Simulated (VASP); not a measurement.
# MgO (Fm-3m) in VASP: a series of runs

The runs below take MgO through relaxation of cell and atoms, with LDA.

Program: VASP 6.6.1. These are calculated values, not measurements. Logs are shortened: lines on timing, memory, paths and dates and some standing lists are left out, and cuts for length are marked.

## Step 1: The cell of the first run

The structure is cubic, space group Fm-3m (No. 225). The conventional cell has a = 4.159 Å, b = 4.159 Å, c = 4.159 Å, α = 90.00°, β = 90.00°, γ = 90.00°. Within 2.8 Å of Mg (site symmetry m-3m) lie 6 O at 2.08 Å. Within 2.8 Å of O (site symmetry m-3m) lie 6 Mg at 2.08 Å.

## Step 2: Relaxation of cell and atoms, LDA, target pressure 7 GPa, at which the enthalpy is minimised

INCAR

```
SYSTEM = MgO
PREC = Accurate
ENCUT = 600
EDIFF = 1E-7
ISMEAR = 0
SIGMA = 0.01
LREAL = .False.
LASPH = .True.
NELM = 100
ALGO = Normal
ISIF = 3
LWAVE = .False.
LCHARG = .False.
GGA = CA
IBRION = 2
NSW = 100
EDIFFG = -0.002
PSTRESS = 70.0
```

KPOINTS

```
Automatic mesh
0
Gamma
  10 10 10
  0 0 0
```

POSCAR

```
MgO
1.0
    0.0000000000      2.0795917026      2.0795917026
    2.0795917026      0.0000000000      2.0795917026
    2.0795917026      2.0795917026      0.0000000000
Mg O
1 1
Direct
    0.0000000000      0.0000000000      0.0000000000
    0.5000000000      0.5000000000      0.5000000000
```

Potentials or basis: VASP PAW LDA potentials, release 64 (Mg, O).

Run with:

```console
cat potpaw_LDA.64/Mg/POTCAR potpaw_LDA.64/O/POTCAR > POTCAR
mpirun -np 1 vasp_std > vasp.out
```

OUTCAR:

```text
SYSTEM = MgO
   PREC = Accurate
   ENCUT = 600
   EDIFF = 1E-7
   ISMEAR = 0
   LREAL = .False.
   LASPH = .True.
   NELM = 100
   ISIF = 3
   GGA = CA
   IBRION = 2
   NSW = 100
   EDIFFG = -0.002
   PSTRESS = 70.0

 ion  position               nearest neighbor table
   1  0.000  0.000  0.000-   2 2.08   2 2.08   2 2.08   2 2.08   2 2.08   2 2.08
   2  0.500  0.500  0.500-   1 2.08   1 2.08   1 2.08   1 2.08   1 2.08   1 2.08

  LATTYP: Found a face centered cubic cell.
 ALAT       =     4.1591834052

  Lattice vectors:

 A1 = (   0.0000000000,   2.0795917026,   2.0795917026)
 A2 = (   2.0795917026,   0.0000000000,   2.0795917026)
 A3 = (   2.0795917026,   2.0795917026,   0.0000000000)

Analysis of symmetry for initial positions (statically):
=====================================================================
 Subroutine PRICEL returns:
 Original cell was already a primitive cell.

 Routine SETGRP: Setting up the symmetry group for a
 face centered cubic supercell.

 Subroutine GETGRP returns: Found 48 space group operations
 (whereof 48 operations were pure point group operations)
 out of a pool of 48 trial point group operations.

The static configuration has the point symmetry O_h .

Analysis of symmetry for dynamics (positions and initial velocities):
=====================================================================
 Subroutine PRICEL returns:
 Original cell was already a primitive cell.

 Routine SETGRP: Setting up the symmetry group for a
 face centered cubic supercell.

 Subroutine GETGRP returns: Found 48 space group operations
 (whereof 48 operations were pure point group operations)
 out of a pool of 48 trial point group operations.

The dynamic configuration has the point symmetry O_h .

 Subroutine INISYM returns: Found 48 space group operations
 (whereof 48 operations are pure point group operations),
 and found     1 'primitive' translations

----------------------------------------------------------------------------------------

                                     Primitive cell

  volume of cell :      17.9872

  direct lattice vectors                    reciprocal lattice vectors
     0.000000000  2.079591703  2.079591703    -0.240431811  0.240431811  0.240431811
     2.079591703  0.000000000  2.079591703     0.240431811 -0.240431811  0.240431811
     2.079591703  2.079591703  0.000000000     0.240431811  0.240431811 -0.240431811

  length of vectors
     2.940986790  2.940986790  2.940986790     0.416440113  0.416440113  0.416440113

  position of ions in fractional coordinates (direct lattice)
     0.000000000  0.000000000  0.000000000
     0.500000000  0.500000000  0.500000000

  ion indices of the primitive-cell ions
   primitive index   ion index
                 1           1
                 2           2

----------------------------------------------------------------------------------------

 KPOINTS: Automatic mesh

Automatic generation of k-mesh.
 Grid dimensions read from file:
 generate k-points for:   10   10   10

 Generating k-lattice:

  Cartesian coordinates                     Fractional coordinates (reciprocal lattice)
    -0.024043181  0.024043181  0.024043181     0.100000000  0.000000000  0.000000000
     0.024043181 -0.024043181  0.024043181     0.000000000  0.100000000  0.000000000
     0.024043181  0.024043181 -0.024043181     0.000000000  0.000000000  0.100000000

  Length of vectors
     0.041644011  0.041644011  0.041644011

  Shift w.r.t. Gamma in fractional coordinates (k-lattice)
     0.000000000  0.000000000  0.000000000

 Subroutine IBZKPT returns following result:
 ===========================================

 Found     47 irreducible k-points:

 Following reciprocal coordinates:
            Coordinates               Weight
  0.000000  0.000000  0.000000      1.000000
  0.100000  0.000000  0.000000      8.000000
  0.200000  0.000000  0.000000      8.000000
  0.300000  0.000000  0.000000      8.000000
  0.400000  0.000000  0.000000      8.000000
  0.500000  0.000000  0.000000      4.000000
[... 16 lines left out ...]
  0.300000  0.300000  0.000000      6.000000
  0.400000  0.300000  0.000000     24.000000
 [... further k-points ...]
   k-points           NKPTS =     47   k-points in BZ     NKDIM =     47   number of bands    NBANDS=      8
   number of dos      NEDOS =    301   number of ions     NIONS =      2
   total plane-waves  NPLWV =  13824
   dimension x,y,z NGX =    24 NGY =   24 NGZ =   24
   dimension x,y,z NGXF=    48 NGYF=   48 NGZF=   48
   ions per type =               1   1
   NGX,Y,Z   is equivalent  to a cutoff of  13.57, 13.57, 13.57 a.u.
   NGXF,Y,Z  is equivalent  to a cutoff of  27.13, 27.13, 27.13 a.u.
 SYSTEM =  MgO
   PREC   = accura    normal or accurate (medium, high low for compatibility)
   ISTART =      0    job   : 0-new  1-cont  2-samecut
   ICHARG =      2    charge: 1-file 2-atom 10-const
   ISPIN  =      1    spin polarized calculation?
   LNONCOLLINEAR =      F non collinear calculations
   LSORBIT =      F    spin-orbit coupling
   LASPH  =      T    aspherical Exc in radial PAW
   ENCUT  =  600.0 eV  44.10 Ry    6.64 a.u.   5.87  5.87  5.87*2*pi/ulx,y,z
   NELM   =    100;   NELMIN=  2; NELMDL= -5     # of ELM steps
   EDIFF  = 0.1E-06   stopping-criterion for ELM
   LREAL  =      F    real-space projection
   EDIFFG = -.2E-02   stopping-criterion for IOM
   NSW    =    100    number of steps for IOM
   IBRION =      2    ionic relax: 0-MD 1-quasi-New 2-CG
   NFREE  =      1    steps in history (QN), initial steepest desc. (CG)
   ISIF   =      3    stress and relaxation
   ISYM   =      2    0-nonsym 1-usesym 2-fastsym
   POTIM  = 0.5000    time-step for ionic-motion
   TEBEG  =    0.0;   TEEND  =   0.0 temperature during run
   PSTRESS=   70.0 pullay stress
   NELECT =       8.0000    total number of electrons
   NUPDOWN=      -1.0000    fix difference up-down
   EMIN   =  10.00;   EMAX   =-10.00  energy-range for DOS
   EFERMI =   0.00;   METHOD = LEGACY
   ISMEAR =     0;   SIGMA  =   0.01  broadening in eV -4-tet -1-fermi 0-gaus
   EFERMI_NEDOS =   21; number of points for ismear=-14 and -15
   IALGO  =     38    algorithm
   IMIX   =      4    mixing-type and parameters
     AMIX     =   0.40;   BMIX     =  1.00
     AMIX_MAG =   1.60;   BMIX_MAG =  1.00
  volume/ion in A,a.u.               =       8.99        60.69
  Fermi-wavevector in a.u.,A,eV,Ry     =   1.249636  2.361469 21.246713  1.561589
  Thomas-Fermi vector in A             =   2.383667
   LORBIT       =      0    0 simple, 1 ext, 2 COOP (PROOUT), +10 PAW based schemes
   GGA     = CA    functional components
   LHFCALC =     F    Hartree Fock is set to
   AEXX    =    0.0000 exact exchange contribution
   IVDW    =     0    specifies the selected vdW correction
   LEPSILON=     F    determine dielectric tensor
   LRPA    =     F    only Hartree local field effects (RPA)
 conjugate gradient relaxation of ions
 non-spin polarized calculation
 Gauss-broadening in eV      SIGMA  =   0.01
  energy-cutoff  :      600.00
  volume of cell :       17.99
 maximum number of plane-waves:       620
   NGX = 11   NGY = 11   NGZ = 11

--------------------------------------- Ionic step        1  -------------------------------------------

 number of electron       8.0000000 magnetization

 Free energy of the ion-electron system (eV)
  ---------------------------------------------------
  ext. energy  EPLUGINS =         0.00000000
  ---------------------------------------------------
  free energy    TOTEN  =       -13.44824914 eV

  energy without entropy =      -13.44824914  energy(sigma->0) =      -13.44824914

------------------------ aborting loop because EDIFF is reached ----------------------------------------

  FORCE on cell =-STRESS in cart. coord.  units (eV):
  Direction    XX          YY          ZZ          XY          YZ          ZX
  --------------------------------------------------------------------------------------
  -------------------------------------------------------------------------------------
  Total       -0.2192282     -0.2192282     -0.2192282      0.0000000     -0.0000000     -0.0000000
  in kB      -19.5273292    -19.5273292    -19.5273292      0.0000000     -0.0000000     -0.0000000
  external PRESSURE =     -89.5273292 kB  Pullay stress =      70.0000000 kB

 VOLUME and BASIS-vectors are now :
 -----------------------------------------------------------------------------
  energy-cutoff  :      600.00
  volume of cell :       17.99
      direct lattice vectors                 reciprocal lattice vectors
     0.000000000  2.079591703  2.079591703    -0.240431811  0.240431811  0.240431811
     2.079591703  0.000000000  2.079591703     0.240431811 -0.240431811  0.240431811
     2.079591703  2.079591703  0.000000000     0.240431811  0.240431811 -0.240431811
[... 46 lines left out ...]
  FREE ENERGIE OF THE ION-ELECTRON SYSTEM (eV)
  ---------------------------------------------------
  free  energy   TOTEN  =       -13.4090029772 eV

  energy  without entropy=      -13.4090029772  energy(sigma->0) =      -13.40900298

  enthalpy is  TOTEN    =       -12.6789154802 eV   P V=        0.7300874970

--------------------------------------- Ionic step        3  -------------------------------------------

 number of electron       7.9999997 magnetization

 Free energy of the ion-electron system (eV)
  ---------------------------------------------------
  ext. energy  EPLUGINS =         0.00000000
  ---------------------------------------------------
  free energy    TOTEN  =       -13.43608491 eV

  energy without entropy =      -13.43608491  energy(sigma->0) =      -13.43608491

 E-fermi :   3.5989     XC(G=0): -12.0097

 val. band max:        3.5565046464   @ k =   0.0000   0.0000   0.0000
 cond. band min:       9.0937694316   @ k =   0.0000   0.0000   0.0000
 fundamental gap:      5.5372647852
 Fermi energy:         3.5988588132

 k-point     1 :       0.0000    0.0000    0.0000
  band No.  band energies     occupation
      1     -13.9148      2.00000
      2       3.5565      2.00000
      3       3.5565      2.00000
      4       3.5565      2.00000
      5       9.0938      0.00000
      6      19.5466      0.00000
      7      19.5466      0.00000
      8      19.5466      0.00000

 k-point     2 :       0.1000    0.0000    0.0000
  band No.  band energies     occupation
      1     -13.7880      2.00000
      2       2.8807      2.00000
      3       3.4765      2.00000
      4       3.4765      2.00000
      5       9.7054      0.00000
      6      18.2965      0.00000
      7      19.8192      0.00000
      8      19.8192      0.00000
[... 221 lines left out ...]
 k-point    23 :       0.3000    0.3000    0.0000
  band No.  band energies     occupation
      1     -12.7127      2.00000
      2       0.1302      2.00000
      3       2.5093      2.00000
      4       2.5093      2.00000
      5      13.1998      0.00000
      6      13.9056      0.00000
      7      18.6433      0.00000
      8      22.2316      0.00000

 k-point    24 :       0.4000    0.3000    0.0000
  band No.  band energies     occupation
      1     -12.4052      2.00000
      2      -0.3614      2.00000
      3       2.0970      2.00000
      4       2.3445      2.00000
      5      13.4978      0.00000
      6      14.0868      0.00000
      7      17.8056      0.00000
      8      22.5522      0.00000

 [... further k-points ...]
[... 5 lines left out ...]
  --------------------------------------------------------------------------------------
  -------------------------------------------------------------------------------------
  Total        0.7489818      0.7489818      0.7489818      0.0000000      0.0000000      0.0000000
  in kB       69.9561905     69.9561905     69.9561905      0.0000000      0.0000000      0.0000000
  external PRESSURE =      -0.0438095 kB  Pullay stress =      70.0000000 kB

 VOLUME and BASIS-vectors are now :
 -----------------------------------------------------------------------------
  energy-cutoff  :      600.00
  volume of cell :       17.15
      direct lattice vectors                 reciprocal lattice vectors
     0.000000000  2.046956314  2.046956314    -0.244265105  0.244265105  0.244265105
     2.046956314  0.000000000  2.046956314     0.244265105 -0.244265105  0.244265105
     2.046956314  2.046956314 -0.000000000     0.244265105  0.244265105 -0.244265105

 POSITION                                       TOTAL-FORCE (eV/Angst)
 -----------------------------------------------------------------------------------
      0.00000      0.00000      0.00000        -0.000000     -0.000000      0.000000
      2.04696      2.04696      2.04696         0.000000      0.000000     -0.000000
 -----------------------------------------------------------------------------------
    total drift:                               -0.000000     -0.000000      0.000000

  FREE ENERGIE OF THE ION-ELECTRON SYSTEM (eV)
  ---------------------------------------------------
  free  energy   TOTEN  =       -13.4360849059 eV

  energy  without entropy=      -13.4360849059  energy(sigma->0) =      -13.43608491

  enthalpy is  TOTEN    =       -12.6866340226 eV   P V=        0.7494508833

 reached required accuracy - stopping structural energy minimisation
```

Run time: 8.5 s. Hardware: 1 thread of AMD EPYC 9R45 (Zen 5), shared host; peak memory 0.11 GiB.

What came out:

| Item | Value |
| --- | --- |
| Free energy | -13.4361 eV |
| Relaxed volume | 8.58 Å³/atom |
| Relaxed cell | a = 2.895 Å, b = 2.895 Å, c = 2.895 Å, α = 60.00°, β = 60.00°, γ = 60.00° |
| Space group after relaxing (to 0.05 Å) | Fm-3m (No. 225) |
| Energy change on relaxing (the enthalpy is what falls) | +6.1 meV/atom |
| Ionic steps | 3 |
| Pressure after relaxing | 7.0 GPa |
| Band gap on the k mesh | 5.54 eV, direct |

Step by step:
| step | energy change (eV) | largest force (eV/Å) | pressure (GPa) | volume (Å³) |
| --- | --- | --- | --- | --- |
| 1 | 0.0000 | 0.0000 | -1.95 | 17.99 |
| 2 | 0.0392 | 0.0000 | 12.72 | 16.71 |
| 3 | 0.0122 | 0.0000 | 7.00 | 17.15 |

Final structure:
```cif
data_structure
_symmetry_space_group_name_H-M 'P 1'
_symmetry_Int_Tables_number 1
_cell_length_a 2.8948
_cell_length_b 2.8948
_cell_length_c 2.8948
_cell_angle_alpha 60.000
_cell_angle_beta 60.000
_cell_angle_gamma 60.000
_cell_volume 17.15
loop_
_atom_site_label
_atom_site_type_symbol
_atom_site_fract_x
_atom_site_fract_y
_atom_site_fract_z
_atom_site_occupancy
Mg1 Mg 0.00000 0.00000 0.00000 1
O1 O 0.50000 0.50000 0.50000 1
```

Levels at points of the mesh, in eV from the valence-band top:
```csv
k point,band 1,band 2,band 3,band 4,band 5,band 6,band 7,band 8
"(0.00, 0.00, 0.00)",-17.47,0.00,0.00,0.00,5.54,15.99,15.99,15.99
"(0.50, 0.00, 0.00)",-15.88,-5.09,-0.77,-0.77,8.28,13.38,16.89,16.89
"(0.50, 0.50, 0.00)",-15.58,-4.52,-1.50,-1.50,8.96,10.66,13.81,19.96
```

Caveat: the cell is relaxed towards a set pressure, so the enthalpy falls and the energy may rise. Zero-point motion and thermal expansion aren't in these numbers.

## Step 3: Relaxation of cell and atoms, LDA, target pressure 10 GPa, at which the enthalpy is minimised

INCAR

```
PREC = Accurate
ENCUT = 600
EDIFF = 1E-6
ISMEAR = 0
SIGMA = 0.01
LREAL = F
LASPH = T
NELM = 100
ALGO = Normal
ISIF = 3
LWAVE = F
LCHARG = F
IBRION = 2
NSW = 100
EDIFFG = -0.002
PSTRESS = 100.0
```

KPOINTS

```
Automatic mesh
0
Gamma
  10 10 10
```

POSCAR is that of step 2.

Potentials or basis: VASP PAW LDA potentials, release 64 (Mg, O).

Run with:

```console
cat potpaw_LDA.64/Mg/POTCAR potpaw_LDA.64/O/POTCAR > POTCAR
mpirun -np 1 vasp_std > vasp.out
```

Wall time 7.9 s (1 thread of AMD EPYC 9R45 (Zen 5), shared host); peak memory 0.11 GiB.

Results (log left out):

```yaml
Free_energy: -13.4235 eV
Relaxed_volume: 8.46 Å³/atom
Relaxed_cell: a = 2.881 Å, b = 2.881 Å, c = 2.881 Å, α = 60.00°, β = 60.00°, γ = 60.00°
Space_group_after_relaxing_to_0.05_Å: Fm-3m (No. 225)
Energy_change_on_relaxing_the_enthalpy_is_what_falls: +12.4 meV/atom
Ionic_steps: 3
Pressure_after_relaxing: 10.0 GPa
Band_gap_on_the_k_mesh: 5.69 eV, direct
```

Step by step:
| step | energy change (eV) | largest force (eV/Å) | pressure (GPa) | volume (Å³) |
| --- | --- | --- | --- | --- |
| 1 | 0.0000 | 0.0000 | -1.93 | 17.99 |
| 2 | 0.0794 | 0.0000 | 18.74 | 16.30 |
| 3 | 0.0248 | 0.0000 | 9.98 | 16.91 |

Final structure:
```
Mg O
1.0
     0.00000    2.03742    2.03742
     2.03742    0.00000    2.03742
     2.03742    2.03742    0.00000
Mg O
1 1
Direct
  0.00000 0.00000 0.00000
  0.50000 0.50000 0.50000
```

Levels at points of the mesh, in eV from the valence-band top:
```
           k point  band 1  band 2  band 3  band 4  band 5  band 6  band 7  band 8
(0.00, 0.00, 0.00)  -17.55    0.00    0.00    0.00    5.69   16.07   16.07   16.07
(0.50, 0.00, 0.00)  -15.92   -5.16   -0.79   -0.79    8.38   13.54   17.04   17.04
(0.50, 0.50, 0.00)  -15.62   -4.58   -1.52   -1.52    8.97   10.82   13.97   20.18
```

Caveat: the cell is relaxed towards a set pressure, so the enthalpy falls and the energy may rise. Zero-point motion and thermal expansion aren't in these numbers.

## Step 4: Relaxation of cell and atoms, LDA, target pressure 15 GPa, at which the enthalpy is minimised

INCAR

```
PREC = Accurate
ENCUT = 600
EDIFF = 1E-6
ISMEAR = 0
SIGMA = 0.01
LREAL = False
LASPH = True
NELM = 60
ALGO = Normal
ISIF = 3
LWAVE = False
LCHARG = False
GGA = CA
IBRION = 2
NSW = 100
EDIFFG = -0.002
PSTRESS = 150.0
```

KPOINTS is that of step 3.

POSCAR is that of step 3.

Run with:

```console
cat potpaw_LDA.64/Mg/POTCAR potpaw_LDA.64/O/POTCAR > POTCAR
mpirun -np 1 vasp_std > vasp.out
```

Run time: 12 s. Hardware: 1 thread of AMD EPYC 9R45 (Zen 5), shared host; peak memory 0.11 GiB.

Results (log left out):

```yaml
Free_energy: -13.3950 eV
Relaxed_volume: 8.27 Å³/atom
Relaxed_cell: a = 2.860 Å, b = 2.860 Å, c = 2.860 Å, α = 60.00°, β = 60.00°, γ = 60.00°
Space_group_after_relaxing_to_0.05_Å: Fm-3m (No. 225)
Energy_change_on_relaxing_the_enthalpy_is_what_falls: +26.6 meV/atom
Ionic_steps: 6
Pressure_after_relaxing: 15.0 GPa
Band_gap_on_the_k_mesh: 5.94 eV, direct
```

The path:
```csv
step,energy change (eV),largest force (eV/Å),pressure (GPa),volume (Å³)
1,0.0000,0.0000,-1.93,17.99
2,0.1819,0.0000,30.41,15.63
3,0.0526,0.0000,14.91,16.56
4,0.0553,0.0000,15.29,16.53
5,0.0521,0.0000,14.83,16.56
6,0.0533,0.0000,15.01,16.55
```

Final structure:
```xyz
2
Lattice="0.0000 2.0226 2.0226 2.0226 0.0000 2.0226 2.0226 2.0226 0.0000" Properties=species:S:1:pos:R:3 pbc="T T T"
Mg    2.0226    0.0000    2.0226
O     2.0226    2.0226    2.0226
```

Levels at points of the mesh, in eV from the valence-band top:
| k point | band 1 | band 2 | band 3 | band 4 | band 5 | band 6 | band 7 | band 8 |
| --- | --- | --- | --- | --- | --- | --- | --- | --- |
| (0.00, 0.00, 0.00) | -17.68 | 0.00 | 0.00 | 0.00 | 5.94 | 16.18 | 16.18 | 16.18 |
| (0.50, 0.00, 0.00) | -15.99 | -5.27 | -0.82 | -0.82 | 8.52 | 13.80 | 17.27 | 17.27 |
| (0.50, 0.50, 0.00) | -15.68 | -4.68 | -1.55 | -1.55 | 8.98 | 11.08 | 14.22 | 20.54 |

Caveat: the cell is relaxed towards a set pressure, so the enthalpy falls and the energy may rise. LDA usually gives volumes a few per cent too small.

## Step 5: Summary

| cell | gap on the mesh (eV) | pressure (GPa) |
| --- | --- | --- |
| relaxed to 7 GPa | 5.54 | 7.0 |
| relaxed to 10 GPa | 5.69 | 10.0 |
| relaxed to 15 GPa | 5.94 | 15.0 |

Alike in all rows: task relaxation of cell and atoms; level LDA; potentials or basis VASP PAW LDA potentials, release 64 (Mg, O); no spin polarisation; k mesh 10 × 10 × 10; cutoff (eV) 600; smearing gaussian 0.01 eV.

Caveats: the cell is relaxed towards a set pressure, so the enthalpy falls and the energy may rise.

Absolute energies hang on the potentials; compare differences alone.
